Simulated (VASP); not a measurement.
Here is a VASP 6.6.1 calculation.

Contents of INCAR:

```
PREC = Accurate ; ENCUT = 520
EDIFF = 1E-6 ; ISMEAR = -1
SIGMA = 0.05 ; LREAL = False
LASPH = True ; NELM = 80
ALGO = Normal ; ISIF = 2
LWAVE = False ; LCHARG = False
GGA = CA ; NBANDS = 17
```

KPOINTS

```
regular mesh
0
Gamma
  7 7 7
```

POSCAR

```
SnTe
1.0
    0.0000000000      3.0865288906      3.0865288906
    3.0865288906      0.0000000000      3.0865288906
    3.0865288906      3.0865288906      0.0000000000
Te Sn
1 1
Direct
    0.5000000000      0.5000000000      0.5000000000
    0.0000000000      0.0000000000      0.0000000000
```

Potentials or basis: VASP PAW LDA potentials, release 64 (Te, Sn_d).

The run is started by

```bash
$ cat potpaw_LDA.64/Te/POTCAR potpaw_LDA.64/Sn_d/POTCAR > POTCAR
$ mpirun -np 1 vasp_std > vasp.out
```

Task: Predict the pressure.

Result: 1.6 GPa.
